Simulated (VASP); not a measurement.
# C (a cell with a defect) in VASP: single point with PBEsol

Aim: the single point of C (a cell with a defect) with PBEsol.

Everything below comes from runs of VASP 6.6.1. Logs are shortened: lines on timing, memory, paths and dates and some standing lists are left out, and cuts for length are marked.

## 1. The cell of the first run

The cell holds a defect, 63 atoms: a = 7.140 Å, b = 7.140 Å, c = 7.140 Å, α = 90.00°, β = 90.00°, γ = 90.00°.

## 2. Single point, PBEsol

The input, INCAR:

```
PREC = Accurate
ENCUT = 520
EDIFF = 1E-6
ISMEAR = 0
SIGMA = 0.05
LREAL = Auto
LASPH = T
NELM = 120
ALGO = Normal
ISIF = 2
LWAVE = F
LCHARG = F
GGA = PS
NELECT = 254.0
NBANDS = 163
GGA_COMPAT = F
```

The input, KPOINTS:

```
Automatic mesh
0
Gamma
  2 2 2
```

The input, POSCAR:

```
C
1.0
    7.1400000000      0.0000000000      0.0000000000
    0.0000000000      7.1400000000      0.0000000000
    0.0000000000      0.0000000000      7.1400000000
C
63
Direct
    0.4992380952     -0.0007591036      0.0004677871
    0.6246862745      0.1264610644      0.1234582633
    0.7493880952      0.2491543417     -0.0005903361
    0.8763473389      0.3758217087      0.1260564426
    0.7500301120      0.0055742297      0.2469823529
    0.8756613445      0.1279781513      0.3694492997
   -0.0009207283     -0.0024397759     -0.0035428571
    0.1248978992      0.1240151261      0.1231641457
    0.2496939776      0.2489133053     -0.0003617647
    0.3760757703      0.3753924370      0.1261186275
    0.5018600840      0.5009494398      0.0031607843
    0.6288372549      0.6275232493      0.1291567227
    0.7516995798      0.7508114846     -0.0008176471
    0.8756739496      0.8749231092      0.1236281513
    0.2515644258     -0.0002956583      0.2492939776
    0.3742602241      0.1257142857      0.3753595238
    0.5008736695      0.2518724090      0.2510303922
    0.6266606443      0.3785679272      0.3775288515
    0.7537368347      0.5064668067      0.2563651261
    0.8880760504      0.6319614846      0.3784903361
    0.4998238095      0.0041714286      0.5007105042
    0.6210700280      0.1279862745      0.6270712885
    0.7501071429      0.2513621849      0.5001291317
    0.8740794118      0.3758012605      0.6242488796
    0.7378466387     -0.0029301120      0.7435746499
    0.8719703081      0.1189135854      0.8688019608
    0.0001383754      0.4976819328      0.0004492997
    0.1278669468      0.6238599440      0.1239719888
    0.2525117647      0.7483796919      0.0023700280
    0.3790831933      0.8751271709      0.1287333333
    0.0010519608      0.2515577031      0.2486133053
    0.1265044818      0.3745110644      0.3757739496
    0.2528151261      0.5005172269      0.2515593838
    0.3791777311      0.6263347339      0.3784913165
    0.5098401961      0.7522113445      0.2593724090
    0.6383967787      0.8891803922      0.3858752101
   -0.0127016807     -0.0111448179      0.4858180672
    0.1158725490      0.1155612045      0.6228481793
    0.2465917367      0.2461753501      0.4999253501
    0.3731291317      0.3725242297      0.6266414566
    0.5028079832      0.5024899160      0.5048264706
    0.6211703081      0.6222537815      0.6369512605
    0.8138724090      0.8326808123      0.5420502801
    0.2466067227     -0.0035016807      0.7486345938
    0.3729397759      0.1234393557      0.8744861345
    0.4978624650      0.2510030812      0.7511542017
    0.6256050420      0.3745397759      0.8774169468
    0.7481240896      0.5002957983      0.7516448179
    0.8775078431      0.6233694678      0.8745949580
    0.0048327731      0.7480320728      0.2469959384
    0.1261362745      0.8743109244      0.3707240896
    0.0027543417      0.5011732493      0.5000575630
    0.1270740896      0.6225096639      0.6282301120
    0.2506785714      0.7500310924      0.5009410364
    0.3752021008      0.8740259104      0.6249464986
   -0.0030778711      0.2458858543      0.7475654062
    0.1239088235      0.3718850140      0.8740970588
    0.2510134454      0.4969035014      0.7507460784
    0.3747808123      0.6243205882      0.8781158263
    0.4988319328      0.7467386555      0.7523960784
    0.6231303922      0.8750379552      0.8737913165
    0.0043140056      0.7380861345      0.7522473389
    0.1228288515      0.8702568627      0.8723581232
```

Potentials or basis: VASP PAW PBE potentials, release 64 (C).

Run with:

```console
> cat potpaw_PBE.64/C/POTCAR > POTCAR
> mpirun -np 1 vasp_std > vasp.out
```

OUTCAR:

```text
PREC = Accurate
   ENCUT = 520
   EDIFF = 1E-6
   ISMEAR = 0
   LREAL = Auto
   LASPH = T
   NELM = 120
   ISIF = 2
   GGA = PS
   NELECT = 254.0

 ion  position               nearest neighbor table
   1  0.499  0.999  0.000-  30 1.54  61 1.54   2 1.55  45 1.55
   2  0.625  0.126  0.123-   5 1.52   3 1.53   1 1.55  17 1.55
   3  0.749  0.249  0.999-  47 1.53   2 1.53   4 1.57  26 1.58
   4  0.876  0.376  0.126-  27 1.53  31 1.53   3 1.57  19 1.58
   5  0.750  0.006  0.247-  36 1.52   2 1.52   6 1.53  14 1.57
   6  0.876  0.128  0.369-  37 1.52  31 1.52   5 1.53  23 1.57
[... 33 lines left out ...]
  40  0.373  0.373  0.627-  58 1.53  46 1.53  39 1.56  41 1.57
  41  0.503  0.502  0.505-  42 1.53  34 1.54  18 1.55  40 1.57
  42  0.621  0.622  0.637-  60 1.49  48 1.50  41 1.53
  43  0.814  0.833  0.542-  37 1.71  36 1.73  20 1.92  25 1.93
  44  0.247  0.996  0.749-  63 1.54  55 1.55  38 1.55  45 1.56
  45  0.373  0.123  0.874-   9 1.54  46 1.55   1 1.55  44 1.56
  46  0.498  0.251  0.751-  22 1.53  40 1.53  45 1.55  47 1.56
  47  0.626  0.375  0.877-   3 1.53  48 1.54  11 1.55  46 1.56
  48  0.748  0.500  0.752-  42 1.50  47 1.54  49 1.55  24 1.56
[... 11 lines left out ...]
  60  0.499  0.747  0.752-  42 1.49  59 1.53  61 1.54  55 1.56
  61  0.623  0.875  0.874-  25 1.51  60 1.54   1 1.54  13 1.56
  62  0.004  0.738  0.752-  53 1.49  49 1.50  63 1.53
  63  0.123  0.870  0.872-  62 1.53  44 1.54   7 1.55  29 1.57

  LATTYP: Found a simple cubic cell.
 ALAT       =     7.1400000000

  Lattice vectors:

 A1 = (   7.1400000000,   0.0000000000,   0.0000000000)
 A2 = (   0.0000000000,   7.1400000000,   0.0000000000)
 A3 = (   0.0000000000,   0.0000000000,   7.1400000000)

Analysis of symmetry for initial positions (statically):
=====================================================================
 Subroutine PRICEL returns:
 Original cell was already a primitive cell.

 Routine SETGRP: Setting up the symmetry group for a
 simple cubic supercell.

 Subroutine GETGRP returns: Found  1 space group operations
 (whereof  1 operations were pure point group operations)
 out of a pool of 48 trial point group operations.

The static configuration has the point symmetry C_1 .

Analysis of symmetry for dynamics (positions and initial velocities):
=====================================================================
 Subroutine PRICEL returns:
[... 215 lines left out ...]
   LREAL  =      T    real-space projection
   EDIFFG = 0.1E-04   stopping-criterion for IOM
   NSW    =      0    number of steps for IOM
   IBRION =     -1    ionic relax: 0-MD 1-quasi-New 2-CG
   NFREE  =      0    steps in history (QN), initial steepest desc. (CG)
   ISIF   =      2    stress and relaxation
   ISYM   =      2    0-nonsym 1-usesym 2-fastsym
   POTIM  = 0.5000    time-step for ionic-motion
   TEBEG  =    0.0;   TEEND  =   0.0 temperature during run
   PSTRESS=    0.0 pullay stress
   NELECT =     254.0000    total number of electrons
   NUPDOWN=      -1.0000    fix difference up-down
   EMIN   =  10.00;   EMAX   =-10.00  energy-range for DOS
   EFERMI =   0.00;   METHOD = LEGACY
   ISMEAR =     0;   SIGMA  =   0.05  broadening in eV -4-tet -1-fermi 0-gaus
   EFERMI_NEDOS =   21; number of points for ismear=-14 and -15
   IALGO  =     38    algorithm
   IMIX   =      4    mixing-type and parameters
     AMIX     =   0.40;   BMIX     =  1.00
     AMIX_MAG =   1.60;   BMIX_MAG =  1.00
  volume/ion in A,a.u.               =       5.78        38.99
  Fermi-wavevector in a.u.,A,eV,Ry     =   1.452071  2.744016 28.688024  2.108510
  Thomas-Fermi vector in A             =   2.569495
   LORBIT       =      0    0 simple, 1 ext, 2 COOP (PROOUT), +10 PAW based schemes
   GGA     = PS    functional components
   LHFCALC =     F    Hartree Fock is set to
   AEXX    =    0.0000 exact exchange contribution
   IVDW    =     0    specifies the selected vdW correction
   LEPSILON=     F    determine dielectric tensor
   LRPA    =     F    only Hartree local field effects (RPA)
 non-spin polarized calculation
 Gauss-broadening in eV      SIGMA  =   0.05
  energy-cutoff  :      520.00
  volume of cell :      363.99
 maximum number of plane-waves:      9808
 NGX is ok and might be reduce to    54
   NGX = 27   NGY = 27   NGZ = 27

 number of electron     253.9999998 magnetization

 Free energy of the ion-electron system (eV)
  ---------------------------------------------------
  ext. energy  EPLUGINS =         0.00000000
  ---------------------------------------------------
  free energy    TOTEN  =      -574.92949834 eV

  energy without entropy =     -574.92949834  energy(sigma->0) =     -574.92949834

 E-fermi :  11.8357     XC(G=0): -13.3894

 val. band max:       11.5395201527   @ k =   0.0000   0.0000   0.0000
 cond. band min:      12.6857460499   @ k =   0.0000   0.0000   0.5000
 fundamental gap:      1.1462258971
 Fermi energy:        11.8357177584

 k-point     1 :       0.0000    0.0000    0.0000
  band No.  band energies     occupation
      1     -12.0420      2.00000
      2      -9.8848      2.00000
      3      -9.8703      2.00000
      4      -9.8081      2.00000
      5      -9.8056      2.00000
      6      -9.6373      2.00000
[... 1125 lines left out ...]
    138      15.2204      0.00000
    139      15.2372      0.00000
 [bands above 139 left out]

------------------------ aborting loop because EDIFF is reached ----------------------------------------

  FORCE on cell =-STRESS in cart. coord.  units (eV):
  Direction    XX          YY          ZZ          XY          YZ          ZX
  --------------------------------------------------------------------------------------
  -------------------------------------------------------------------------------------
  Total       12.7632783     12.5465981     12.4028027    -12.8686131    -14.1558343    -13.0402089
  in kB       56.1795410     55.2257894     54.5928517    -56.6431883    -62.3090911    -57.3984937
  external PRESSURE =      55.3327274 kB  Pullay stress =       0.0000000 kB

 VOLUME and BASIS-vectors are now :
 -----------------------------------------------------------------------------
  energy-cutoff  :      520.00
  volume of cell :      363.99
      direct lattice vectors                 reciprocal lattice vectors
     7.140000000  0.000000000  0.000000000     0.140056022  0.000000000  0.000000000
     0.000000000  7.140000000  0.000000000     0.000000000  0.140056022  0.000000000
     0.000000000  0.000000000  7.140000000     0.000000000  0.000000000  0.140056022

 POSITION                                       TOTAL-FORCE (eV/Angst)
 -----------------------------------------------------------------------------------
      3.56456      7.13458      0.00334         0.007821      0.009536     -0.004164
      4.46026      0.90293      0.88149        -0.011160     -0.006416      0.004832
      5.35063      1.77896      7.13579         0.013652     -0.005984      0.002731
      6.25712      2.68337      0.90004        -0.019283      0.004256     -0.005210
      5.35521      0.03980      1.76345         0.006716      0.000674     -0.008119
      6.25222      0.91376      2.63787        -0.002009      0.007783     -0.000015
[... 55 lines left out ...]
      0.03080      5.26994      5.37105        -0.014220      0.025381     -0.018447
      0.87700      6.21363      6.22864        -0.002657     -0.001375      0.004950
 -----------------------------------------------------------------------------------
    total drift:                                0.021261      0.040360      0.007631

  FREE ENERGIE OF THE ION-ELECTRON SYSTEM (eV)
  ---------------------------------------------------
  free  energy   TOTEN  =      -574.9294983388 eV

  energy  without entropy=     -574.9294983388  energy(sigma->0) =     -574.92949834
```

Run time: 16 min. Hardware: 1 thread of Intel Xeon Platinum 8375C at 2.90GHz (Ice Lake), shared host; peak memory 0.57 GiB.

What came out:

| Property | Result |
| --- | --- |
| Free energy | -574.9295 eV |
| Largest force | 0.048 eV/Å |

Forces in eV/Å, atoms in the order of the input:
```
C    0.008  0.010 -0.004
C   -0.011 -0.006  0.005
C    0.014 -0.006  0.003
C   -0.019  0.004 -0.005
C    0.007  0.001 -0.008
C   -0.002  0.008  0.000
C    0.001 -0.002 -0.003
C   -0.013 -0.010  0.001
C    0.001  0.003  0.004
C   -0.008 -0.001 -0.013
C    0.007  0.006  0.000
C   -0.006  0.005 -0.006
C    0.003  0.001 -0.004
C    0.003  0.006  0.015
C    0.000  0.005 -0.006
C    0.010 -0.006 -0.008
C    0.003  0.000  0.007
C   -0.010 -0.003 -0.008
C    0.007  0.002 -0.002
C   -0.041  0.009  0.022
C   -0.011 -0.002  0.005
C   -0.002  0.005 -0.014
C    0.004 -0.011  0.002
C    0.007  0.005 -0.001
C    0.030 -0.023 -0.009
C   -0.008  0.000  0.000
C    0.004  0.011 -0.001
C   -0.008 -0.011 -0.001
C   -0.002  0.014 -0.001
C    0.001 -0.009  0.001
C    0.009  0.003 -0.003
C   -0.007  0.007 -0.006
C   -0.004  0.004  0.000
C   -0.004 -0.014 -0.014
C    0.005  0.015  0.005
C    0.009 -0.041  0.006
C    0.009 -0.002  0.041
C    0.006  0.004 -0.015
C    0.000 -0.006  0.013
C    0.012  0.009 -0.021
C    0.002  0.000  0.001
C    0.021  0.016 -0.026
C   -0.021 -0.025  0.013
C    0.008  0.000  0.003
C    0.003 -0.004  0.003
C   -0.003  0.003  0.014
C   -0.009  0.006  0.001
C    0.014 -0.007  0.003
C   -0.014 -0.010  0.013
C    0.007  0.011 -0.008
C    0.009  0.003  0.009
C   -0.006 -0.006  0.009
C    0.004 -0.006 -0.021
C   -0.009  0.001 -0.003
C    0.010  0.006 -0.005
C    0.005  0.010  0.008
C   -0.002 -0.001  0.001
C    0.005 -0.005  0.010
C    0.004 -0.017 -0.005
C   -0.013  0.020  0.001
C   -0.002 -0.005  0.014
C   -0.014  0.025 -0.018
C   -0.003 -0.001  0.005
```

Levels at points of the mesh, in eV from the Fermi level:
| k point | band 124 | band 125 | band 126 | band 127 | band 128 | band 129 | band 130 | band 131 |
| --- | --- | --- | --- | --- | --- | --- | --- | --- |
| (0.00, 0.00, 0.00) | -3.17 | -2.74 | -0.36 | -0.30 | 0.93 | 1.71 | 1.81 | 1.84 |
| (0.50, 0.00, 0.00) | -3.78 | -3.56 | -0.93 | -0.72 | 0.85 | 1.47 | 1.84 | 2.68 |
| (0.00, 0.50, 0.00) | -3.74 | -3.62 | -0.96 | -0.73 | 0.85 | 1.52 | 1.80 | 2.60 |
| (0.00, 0.00, 0.50) | -3.73 | -3.62 | -0.97 | -0.72 | 0.85 | 1.53 | 1.80 | 2.60 |
| (0.50, 0.50, 0.00) | -3.18 | -3.04 | -1.11 | -0.61 | 1.06 | 2.86 | 3.00 | 3.04 |
| (0.00, 0.50, 0.50) | -3.17 | -3.03 | -1.15 | -0.58 | 1.11 | 2.68 | 3.00 | 3.05 |
| (0.50, 0.00, 0.50) | -3.18 | -3.04 | -1.12 | -0.60 | 1.06 | 2.84 | 3.00 | 3.05 |
| (0.50, 0.50, 0.50) | -3.53 | -3.43 | -0.76 | -0.71 | 1.23 | 2.85 | 2.90 | 3.26 |

Caveat: the k points lie up to 0.44 Å⁻¹ apart; the cell carries a net charge on a neutralising background, which shifts energy and pressure; the cell is charged against a uniform background, so pressure and absolute levels hang on convention; the PAW data sets were made with another functional, which shifts forces and pressure a little.
